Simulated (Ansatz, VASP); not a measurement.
## One calculation of Zn, two programs

File INCAR:

```
SYSTEM = Zn
PREC     = Accurate       ! precision mode
ENCUT    = 600            ! plane-wave cutoff, eV
EDIFF    = 1E-7           ! SCF threshold, eV
ISMEAR   = 0              ! smearing method
SIGMA    = 0.1            ! smearing width, eV
LREAL    = .FALSE.        ! projectors in reciprocal space
LASPH    = .TRUE.         ! aspherical terms in the spheres
NELM     = 100            ! most SCF steps
ALGO     = Fast           ! electronic algorithm
ISIF     = 3              ! what is computed and relaxed
LWAVE    = .FALSE.        ! write WAVECAR
LCHARG   = .FALSE.        ! write CHGCAR
GGA      = PS             ! functional
IBRION   = 2              ! ionic algorithm
NSW      = 90             ! ionic steps
EDIFFG   = -0.04          ! ionic threshold
```

Contents of KPOINTS:

```
regular mesh
0
G
  4 4 4
  0 0 0
```

File POSCAR:

```
Zn
1.0
    4.9731010883      0.0000000000      0.0000000000
    0.0000000000      4.9731010883      0.0000000000
    0.0000000000      0.0000000000      4.9731010883
Zn
8
Direct
    0.5000000000      0.5000000000      0.5000000000
    0.0000000000      0.0000000000      0.0000000000
    0.2500000000      0.0000000000      0.5000000000
    0.5000000000      0.2500000000      0.0000000000
    0.5000000000      0.7500000000      0.0000000000
    0.7500000000      0.0000000000      0.5000000000
    0.0000000000      0.5000000000      0.7500000000
    0.0000000000      0.5000000000      0.2500000000
```

Input for Ansatz:

```yaml
crystal:
  lattice:
    - [4.9731010883, 0.0, 0.0]
    - [0.0, 4.9731010883, 0.0]
    - [0.0, 0.0, 4.9731010883]
  atoms:
    - { symbol: Zn, position: [0.5, 0.5, 0.5] }
    - { symbol: Zn, position: [0.0, 0.0, 0.0] }
    - { symbol: Zn, position: [0.25, 0.0, 0.5] }
    - { symbol: Zn, position: [0.5, 0.25, 0.0] }
    - { symbol: Zn, position: [0.5, 0.75, 0.0] }
    - { symbol: Zn, position: [0.75, 0.0, 0.5] }
    - { symbol: Zn, position: [0.0, 0.5, 0.75] }
    - { symbol: Zn, position: [0.0, 0.5, 0.25] }
basis:
  ecutwfc: 420
kpoints:
  mp_grid: { grid: [4, 4, 4] }
hamiltonian:
  xc: pbesol
scf:
  occupations: { method: gaussian, width: 0.1 }
  lower_state_search: "off"
output:
  forces: true
  stress: true
  eigenvalues: true
relax:
  adjacent_minimum: "off"
  f_tol: 0.04
  max_steps: 70
  cell: { stress_tol: 0.4 }
```

Alike in both runs: task relaxation of cell and atoms; functional PBEsol; k mesh 4 × 4 × 4; occupations gaussian, width 0.1 eV; no spin polarisation.

|  | VASP | Ansatz |
| --- | --- | --- |
| version | VASP 6.6.1 | Ansatz 0.2.0 |
| potentials or method | VASP PAW PBE potentials, release 64 (Zn), cutoff 600 eV | scalar-relativistic, plane waves, PAW |
| valence electrons in the cell | 96 | 96 |

VASP gave:

```
gap on the k mesh at the Fermi level, each at its own relaxed structure (eV) : none
relaxed volume (Å³/atom)                                                     : 14.48
relaxed cell length with the largest relative difference (Å)                 : 4.875
```

Question: Which values does Ansatz return?

Answer: gap on the k mesh at the Fermi level, each at its own relaxed structure (eV): none; relaxed volume (Å³/atom): 14.37; relaxed cell length with the largest relative difference (Å): 4.862.

VASP's potentials were made for PBE, not for PBEsol. A gap of «none» marks a metal or a gap that the smearing closes.
